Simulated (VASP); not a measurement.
Set up this calculation in VASP 6.6.1, as the native input.

| Property | Result |
| --- | --- |
| Task | relaxation of cell and atoms |
| Functional | PBE |
| Potentials or basis | VASP PAW PBE potentials, release 64 (Mo_sv, S) |
| Cutoff | 600 eV |
| k mesh | 12 × 12 × 4 |
| Occupations | gaussian, width 0.02 eV |
| Spin | no spin polarisation |
| Target pressure | 25 GPa |
| Dipole correction | no |
| Further INCAR settings | ALGO = Normal; EDIFF = 1e-06; IBRION = 2; EDIFFG = -0.008; NSW = 70; ISIF = 3 |

The structure of MoS2 lies in POSCAR:

```
MoS2
1.0
    3.0118014559      0.0000000000      0.0000000000
   -1.5059007279      2.6082965719      0.0000000000
    0.0000000000      0.0000000000     11.1390488394
Mo S
2 4
Direct
    0.6666666667      0.3333333333      0.2500000000
    0.3333333333      0.6666666667      0.7500000000
    0.6666666667      0.3333333333      0.6127363194
    0.3333333333      0.6666666667      0.3872636806
    0.6666666667      0.3333333333      0.8872636806
    0.3333333333      0.6666666667      0.1127363194
```

The input as run:

INCAR

```
SYSTEM = MoS2
PREC = Accurate ; ENCUT = 600
EDIFF = 1E-6 ; ISMEAR = 0
SIGMA = 0.02 ; LREAL = .FALSE.
LASPH = .TRUE. ; NELM = 60
ALGO = Normal ; ISIF = 3
LWAVE = .FALSE. ; LCHARG = .FALSE.
GGA = PE ; IBRION = 2
NSW = 70 ; EDIFFG = -0.008
PSTRESS = 250.0
```

KPOINTS

```
Automatic mesh
0
G
  12 12 4
  0 0 0
```

Potentials or basis: VASP PAW PBE potentials, release 64 (Mo_sv, S).

Run with:

```bash
$ cat potpaw_PBE.64/Mo_sv/POTCAR potpaw_PBE.64/S/POTCAR > POTCAR
$ mpirun -np 1 vasp_std > vasp.out
```

Results of the run:

```yaml
Relaxed_volume: 14.44 Å³/atom
Relaxed_cell: a = 3.019 Å, b = 3.019 Å, c = 10.982 Å, α = 90.00°, β = 90.00°, γ = 120.00°
Space_group_after_relaxing_to_0.1_Å: P6_3/mmc (No. 194)
Energy_change_on_relaxing_the_run_minimises_the_enthalpy: -6.4 meV/atom
Ionic_steps: 20
Pressure_after_relaxing: 25.0 GPa
Band_gap_on_the_k_mesh: 0.03 eV (least direct gap 1.31 eV)
```

Caveat: the cell is relaxed towards a set pressure, so the run minimises the enthalpy, not the energy.

Run time: 16 min on 1 thread of Intel(R) Xeon(R) 6975P-C (Granite Rapids), on a shared host, peak memory 0.36 GiB.
